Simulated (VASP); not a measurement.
# SnTe (Fm-3m) in VASP: notebook

The runs below take SnTe through relaxation of cell and atoms, single point, with LDA, RPBE+D4, PBE exchange alone, PBEsol.

Everything below comes from runs of VASP 6.6.1. Logs are shortened: lines on timing, memory, paths and dates and some standing lists are left out, and cuts for length are marked.

## (1) The cell of the first run

It takes space group Fm-3m (No. 225, cubic). Conventional cell: a = 6.302 Å, b = 6.302 Å, c = 6.302 Å, α = 90.00°, β = 90.00°, γ = 90.00°. Within 4.1 Å of Te (site symmetry m-3m) lie 6 Sn at 3.15 Å. Within 4.1 Å of Sn (site symmetry m-3m) lie 6 Te at 3.15 Å.

## (2) Relaxation of cell and atoms, LDA

INCAR

```
PREC     = Accurate       # precision mode
ENCUT    = 600            # plane-wave cutoff, eV
EDIFF    = 1E-6           # SCF threshold, eV
ISMEAR   = -1             # smearing method
SIGMA    = 0.05           # smearing width, eV
LREAL    = F              # projectors in reciprocal space
LASPH    = T              # aspherical terms in the spheres
NELM     = 60             # most SCF steps
ALGO     = Normal         # electronic algorithm
ISIF     = 3              # what is computed and relaxed
LWAVE    = F              # write WAVECAR
LCHARG   = F              # write CHGCAR
IBRION   = 2              # ionic algorithm
NSW      = 60             # ionic steps
EDIFFG   = -0.01          # ionic threshold
```

KPOINTS

```
regular mesh
0
Gamma
  7 7 7
```

POSCAR

```
SnTe
1.0
    0.0000000000      3.1508500000      3.1508500000
    3.1508500000      0.0000000000      3.1508500000
    3.1508500000      3.1508500000      0.0000000000
Te Sn
1 1
Direct
    0.5000000000      0.5000000000      0.5000000000
    0.0000000000      0.0000000000      0.0000000000
```

Potentials or basis: VASP PAW LDA potentials, release 64 (Te, Sn_d).

Command:

```bash
cat potpaw_LDA.64/Te/POTCAR potpaw_LDA.64/Sn_d/POTCAR > POTCAR
mpirun -np 1 vasp_std > vasp.out
```

OUTCAR:

```text
PREC = Accurate
   ENCUT = 600
   EDIFF = 1E-6
   ISMEAR = -1
   LREAL = F
   LASPH = T
   NELM = 60
   ISIF = 3
   IBRION = 2
   NSW = 60
   EDIFFG = -0.01

 ion  position               nearest neighbor table
   1  0.500  0.500  0.500-   2 3.15   2 3.15   2 3.15   2 3.15   2 3.15   2 3.15
   2  0.000  0.000  0.000-   1 3.15   1 3.15   1 3.15   1 3.15   1 3.15   1 3.15

  LATTYP: Found a face centered cubic cell.
 ALAT       =     6.3017000000

  Lattice vectors:

 A1 = (   0.0000000000,   3.1508500000,   3.1508500000)
 A2 = (   3.1508500000,   0.0000000000,   3.1508500000)
 A3 = (   3.1508500000,   3.1508500000,   0.0000000000)

Analysis of symmetry for initial positions (statically):
=====================================================================
 Subroutine PRICEL returns:
 Original cell was already a primitive cell.

 Routine SETGRP: Setting up the symmetry group for a
 face centered cubic supercell.

 Subroutine GETGRP returns: Found 48 space group operations
 (whereof 48 operations were pure point group operations)
 out of a pool of 48 trial point group operations.

The static configuration has the point symmetry O_h .

Analysis of symmetry for dynamics (positions and initial velocities):
=====================================================================
 Subroutine PRICEL returns:
 Original cell was already a primitive cell.

 Routine SETGRP: Setting up the symmetry group for a
 face centered cubic supercell.

 Subroutine GETGRP returns: Found 48 space group operations
 (whereof 48 operations were pure point group operations)
 out of a pool of 48 trial point group operations.

The dynamic configuration has the point symmetry O_h .

 Subroutine INISYM returns: Found 48 space group operations
 (whereof 48 operations are pure point group operations),
 and found     1 'primitive' translations

----------------------------------------------------------------------------------------

                                     Primitive cell

  volume of cell :      62.5624

  direct lattice vectors                    reciprocal lattice vectors
     0.000000000  3.150850000  3.150850000    -0.158687338  0.158687338  0.158687338
     3.150850000  0.000000000  3.150850000     0.158687338 -0.158687338  0.158687338
     3.150850000  3.150850000  0.000000000     0.158687338  0.158687338 -0.158687338

  length of vectors
     4.455974803  4.455974803  4.455974803     0.274854533  0.274854533  0.274854533

  position of ions in fractional coordinates (direct lattice)
     0.500000000  0.500000000  0.500000000
[... 69 lines left out ...]
   LSORBIT =      F    spin-orbit coupling
   LASPH  =      T    aspherical Exc in radial PAW
   ENCUT  =  600.0 eV  44.10 Ry    6.64 a.u.   8.90  8.90  8.90*2*pi/ulx,y,z
   NELM   =     60;   NELMIN=  2; NELMDL= -5     # of ELM steps
   EDIFF  = 0.1E-05   stopping-criterion for ELM
   LREAL  =      F    real-space projection
   EDIFFG = -.1E-01   stopping-criterion for IOM
   NSW    =     60    number of steps for IOM
   IBRION =      2    ionic relax: 0-MD 1-quasi-New 2-CG
   NFREE  =      1    steps in history (QN), initial steepest desc. (CG)
   ISIF   =      3    stress and relaxation
   ISYM   =      2    0-nonsym 1-usesym 2-fastsym
   POTIM  = 0.5000    time-step for ionic-motion
   TEBEG  =    0.0;   TEEND  =   0.0 temperature during run
   PSTRESS=    0.0 pullay stress
   NELECT =      20.0000    total number of electrons
   NUPDOWN=      -1.0000    fix difference up-down
   EMIN   =  10.00;   EMAX   =-10.00  energy-range for DOS
   EFERMI =   0.00;   METHOD = LEGACY
   ISMEAR =    -1;   SIGMA  =   0.05  broadening in eV -4-tet -1-fermi 0-gaus
   EFERMI_NEDOS =   21; number of points for ismear=-14 and -15
   IALGO  =     38    algorithm
   IMIX   =      4    mixing-type and parameters
     AMIX     =   0.40;   BMIX     =  1.00
     AMIX_MAG =   1.60;   BMIX_MAG =  1.00
  volume/ion in A,a.u.               =      31.28       211.10
  Fermi-wavevector in a.u.,A,eV,Ry     =   1.119387  2.115336 17.048485  1.253028
  Thomas-Fermi vector in A             =   2.256026
   LORBIT       =      0    0 simple, 1 ext, 2 COOP (PROOUT), +10 PAW based schemes
   GGA     = CA    functional components
   LHFCALC =     F    Hartree Fock is set to
   AEXX    =    0.0000 exact exchange contribution
   IVDW    =     0    specifies the selected vdW correction
   LEPSILON=     F    determine dielectric tensor
   LRPA    =     F    only Hartree local field effects (RPA)
 conjugate gradient relaxation of ions
 non-spin polarized calculation
  energy-cutoff  :      600.00
  volume of cell :       62.56
 maximum number of plane-waves:      2106
   NGX = 17   NGY = 17   NGZ = 17

--------------------------------------- Ionic step        1  -------------------------------------------

 number of electron      19.9999998 magnetization

 Free energy of the ion-electron system (eV)
  ---------------------------------------------------
  ext. energy  EPLUGINS =         0.00000000
  ---------------------------------------------------
  free energy    TOTEN  =        -8.82967760 eV

  energy without entropy =       -8.82960602  energy(sigma->0) =       -8.82964181

------------------------ aborting loop because EDIFF is reached ----------------------------------------

  FORCE on cell =-STRESS in cart. coord.  units (eV):
  Direction    XX          YY          ZZ          XY          YZ          ZX
  --------------------------------------------------------------------------------------
  -------------------------------------------------------------------------------------
  Total       -0.5923797     -0.5923797     -0.5923797      0.0000000     -0.0000000      0.0000000
  in kB      -15.1704184    -15.1704184    -15.1704184      0.0000000     -0.0000000      0.0000000
  external PRESSURE =     -15.1704184 kB  Pullay stress =       0.0000000 kB
[... 59 lines left out ...]
--------------------------------------- Ionic step        3  -------------------------------------------

 number of electron      19.9999997 magnetization

 Free energy of the ion-electron system (eV)
  ---------------------------------------------------
  ext. energy  EPLUGINS =         0.00000000
  ---------------------------------------------------
  free energy    TOTEN  =        -8.83911757 eV

  energy without entropy =       -8.83903290  energy(sigma->0) =       -8.83907523

 E-fermi :   7.1792     XC(G=0):  -9.8806

 val. band max:        6.8689729067   @ k =   0.4286   0.0000   0.0000
 cond. band min:       7.5452832925   @ k =   0.4286   0.0000   0.0000
 fundamental gap:      0.6763103857
 Fermi energy:         7.1791969311

 k-point     1 :       0.0000    0.0000    0.0000
  band No.  band energies     occupation
      1     -14.6672      2.00000
      2     -14.6672      2.00000
      3     -14.6559      2.00000
      4     -14.6559      2.00000
      5     -14.6559      2.00000
      6      -5.9197      2.00000
      7       2.4758      2.00000
      8       4.9293      2.00000
      9       4.9293      2.00000
     10       4.9293      2.00000
     11      10.4955      0.00000
     12      10.4955      0.00000
     13      10.4955      0.00000
     14      11.8633      0.00000
[... 350 lines left out ...]
  FREE ENERGIE OF THE ION-ELECTRON SYSTEM (eV)
  ---------------------------------------------------
  free  energy   TOTEN  =        -8.8391175659 eV

  energy  without entropy=       -8.8390328953  energy(sigma->0) =       -8.83907523

 reached required accuracy - stopping structural energy minimisation
```

OSZICAR:

```text
N       E                     dE             d eps       ncg     rms          rms(c)
DAV:   1     0.128891436891E+03    0.12889E+03   -0.10560E+04   560   0.184E+03
DAV:   2     0.258124376856E+01   -0.12631E+03   -0.12331E+03   590   0.389E+02
DAV:   3    -0.855623771042E+01   -0.11137E+02   -0.10899E+02   728   0.101E+02
[... 23 lines left out ...]
DAV:   3    -0.883931742616E+01    0.41771E-02   -0.12518E-02   686   0.178E+00    0.712E-02
DAV:   4    -0.883918720743E+01    0.13022E-03   -0.35095E-04   606   0.191E-01    0.728E-02
DAV:   5    -0.883911969155E+01    0.67516E-04   -0.51243E-05   806   0.600E-02    0.171E-02
DAV:   6    -0.883911776615E+01    0.19254E-05   -0.76160E-06   494   0.500E-02    0.374E-03
DAV:   7    -0.883911756593E+01    0.20021E-06   -0.25731E-07   280   0.620E-03
   3 F= -.88391176E+01 E0= -.88390752E+01  d E =-.943996E-02
```

Run time: 58 s. Hardware: 1 thread of Intel Xeon 8259CL, shared host; peak memory 0.19 GiB.

What came out:

```yaml
Free_energy: -8.8391 eV
Relaxed_volume: 30.30 Å³/atom
Relaxed_cell: a = 4.409 Å, b = 4.409 Å, c = 4.409 Å, α = 60.00°, β = 60.00°, γ = 60.00°
Space_group_after_relaxing_to_0.1_Å: Fm-3m (No. 225)
Energy_gained_by_relaxing: 4.7 meV/atom
Ionic_steps: 3
Pressure_after_relaxing: 0.0 GPa
```

The path:
| step | energy change (eV) | largest force (eV/Å) | pressure (GPa) | volume (Å³) |
| --- | --- | --- | --- | --- |
| 1 | 0.0000 | 0.0000 | -1.52 | 62.56 |
| 2 | -0.0082 | 0.0000 | 0.58 | 59.92 |
| 3 | -0.0094 | 0.0000 | 0.00 | 60.61 |

Final structure:
```
Te Sn
1.0
     0.00000    3.11765    3.11765
     3.11765    0.00000    3.11765
     3.11765    3.11765    0.00000
Te Sn
1 1
Direct
  0.50000 0.50000 0.50000
  0.00000 0.00000 0.00000
```

Levels at points of the mesh, in eV from the Fermi level:
```tsv
k point	band 7	band 8	band 9	band 10	band 11	band 12	band 13	band 14
(0.00, 0.00, 0.00)	-4.70	-2.25	-2.25	-2.25	3.32	3.32	3.32	4.68
```

Caveat: this odd mesh misses L, so gap, dielectric constants and Born charges aren't listed; spin-orbit coupling is left out, which moves the levels of the heavy elements.

## (3) Relaxation of cell and atoms, RPBE+D4

INCAR

```
PREC = Accurate
ENCUT = 600
EDIFF = 1E-7
ISMEAR = -1
SIGMA = 0.05
LREAL = False
LASPH = True
NELM = 100
ALGO = Normal
ISIF = 3
LWAVE = False
LCHARG = False
GGA = RP
IVDW = 13
IBRION = 2
NSW = 60
EDIFFG = -0.01
```

KPOINTS

```
Automatic mesh
0
Gamma
  7 7 7
```

POSCAR is that of step 2.

Potentials or basis: VASP PAW PBE potentials, release 64 (Te, Sn_d).

Command:

```bash
cat potpaw_PBE.64/Te/POTCAR potpaw_PBE.64/Sn_d/POTCAR > POTCAR
mpirun -np 1 vasp_std > vasp.out
```

OUTCAR:

```text
PREC = Accurate
   ENCUT = 600
   EDIFF = 1E-7
   ISMEAR = -1
   LREAL = False
   LASPH = True
   NELM = 100
   ISIF = 3
   GGA = RP
   IVDW = 13
   IBRION = 2
   NSW = 60
   EDIFFG = -0.01

 ion  position               nearest neighbor table
   1  0.500  0.500  0.500-   2 3.15   2 3.15   2 3.15   2 3.15   2 3.15   2 3.15
   2  0.000  0.000  0.000-   1 3.15   1 3.15   1 3.15   1 3.15   1 3.15   1 3.15

  LATTYP: Found a face centered cubic cell.
 ALAT       =     6.3017000000

  Lattice vectors:

 A1 = (   0.0000000000,   3.1508500000,   3.1508500000)
 A2 = (   3.1508500000,   0.0000000000,   3.1508500000)
 A3 = (   3.1508500000,   3.1508500000,   0.0000000000)

Analysis of symmetry for initial positions (statically):
=====================================================================
[... 168 lines left out ...]

------------------------ aborting loop because EDIFF is reached ----------------------------------------

  DFT-D4 for vdW energy calculation

  Edisp (eV):   -1.59377
[... 71 lines left out ...]
--------------------------------------- Ionic step        3  -------------------------------------------

 number of electron      19.9999997 magnetization

 Free energy of the ion-electron system (eV)
  ---------------------------------------------------
  ext. energy  EPLUGINS =         0.00000000
  ---------------------------------------------------
  free energy    TOTEN  =        -6.79651994 eV

  energy without entropy =       -6.79643225  energy(sigma->0) =       -6.79647609

 E-fermi :   7.3649     XC(G=0):  -9.4610

 val. band max:        7.0603975768   @ k =   0.4286   0.0000   0.0000
 cond. band min:       7.7265234550   @ k =   0.4286   0.0000   0.0000
 fundamental gap:      0.6661258782
 Fermi energy:         7.3649446445

 k-point     1 :       0.0000    0.0000    0.0000
  band No.  band energies     occupation
      1     -14.7275      2.00000
      2     -14.7275      2.00000
      3     -14.7232      2.00000
      4     -14.7232      2.00000
      5     -14.7232      2.00000
      6      -5.6492      2.00000
      7       2.6967      2.00000
      8       5.0552      2.00000
      9       5.0552      2.00000
     10       5.0552      2.00000
     11      10.6666      0.00000
     12      10.6666      0.00000
     13      10.6666      0.00000
     14      11.9749      0.00000
[... 354 lines left out ...]
  FREE ENERGIE OF THE ION-ELECTRON SYSTEM (eV)
  ---------------------------------------------------
  free  energy   TOTEN  =        -8.4152627001 eV

  energy  without entropy=       -8.4151750144  energy(sigma->0) =       -8.41521886

 reached required accuracy - stopping structural energy minimisation
```

OSZICAR:

```text
N       E                     dE             d eps       ncg     rms          rms(c)
DAV:   1     0.129469145009E+03    0.12947E+03   -0.10587E+04   560   0.185E+03
DAV:   2     0.417341158885E+01   -0.12530E+03   -0.12221E+03   596   0.389E+02
DAV:   3    -0.655509253305E+01   -0.10729E+02   -0.10495E+02   728   0.991E+01
[... 26 lines left out ...]
DAV:   2    -0.679703753934E+01    0.19211E-02   -0.32240E-03   680   0.990E-01    0.122E-01
DAV:   3    -0.679654612945E+01    0.49141E-03   -0.14503E-03   686   0.600E-01    0.242E-02
DAV:   4    -0.679653048353E+01    0.15646E-04   -0.39543E-05   590   0.659E-02    0.230E-02
DAV:   5    -0.679651996771E+01    0.10516E-04   -0.65432E-06   720   0.221E-02    0.447E-03
DAV:   6    -0.679651993687E+01    0.30842E-07   -0.46958E-07   674   0.115E-02
   3 F= -.84152627E+01 E0= -.84152189E+01  d E =-.191213E-02
```

CONTCAR:

```text
SnTe
   1.00000000000000
     0.0000000000000000    3.1353916515522369    3.1353916515522369
     3.1353916515522369    0.0000000000000000    3.1353916515522369
     3.1353916515522369    3.1353916515522369   -0.0000000000000000
  Te              Sn
     1     1
Direct
     0.5000000000000000    0.5000000000000000    0.5000000000000000
     0.0000000000000000    0.0000000000000000    0.0000000000000000

  0.00000000E+00  0.00000000E+00  0.00000000E+00
  0.00000000E+00  0.00000000E+00  0.00000000E+00
```

Wall time 79 s (1 thread of Intel Xeon 8259CL, shared host); peak memory 0.22 GiB.

What came out:

```
Free energy                           : -8.4153 eV
Relaxed volume                        : 30.82 Å³/atom
Relaxed cell                          : a = 4.434 Å, b = 4.434 Å, c = 4.434 Å, α = 60.00°, β = 60.00°, γ = 60.00°
Space group after relaxing (to 0.1 Å) : Fm-3m (No. 225)
Energy gained by relaxing             : 1.0 meV/atom
Ionic steps                           : 3
Pressure after relaxing               : 0.0 GPa
Dispersion energy per atom            : -0.809 eV
```

The path:
```
step  energy change (eV)  largest force (eV/Å)  pressure (GPa)  volume (Å³)
   1              0.0000                0.0000           -0.66        62.56
   2             -0.0018                0.0000            0.18        61.41
   3             -0.0019                0.0000            0.01        61.65
```

Final structure:
```yaml
crystal:
  lattice:
    - [0.00000, 3.13539, 3.13539]
    - [3.13539, 0.00000, 3.13539]
    - [3.13539, 3.13539, 0.00000]
  atoms:
    - { symbol: Te, position: [0.50000, 0.50000, 0.50000] }
    - { symbol: Sn, position: [0.00000, 0.00000, 0.00000] }
```

Levels at points of the mesh, in eV from the Fermi level:
| k point | band 8 | band 9 | band 10 | band 11 | band 12 | band 13 |
| --- | --- | --- | --- | --- | --- | --- |
| (0.00, 0.00, 0.00) | -2.31 | -2.31 | -2.31 | 3.30 | 3.30 | 3.30 |

Caveat: this odd mesh misses L, so gap, dielectric constants and Born charges aren't listed; the PAW data sets were made with another functional, which shifts forces and pressure a little; spin-orbit coupling is left out, which moves the levels of the heavy elements.

(Part 1 of 2 ends here.)
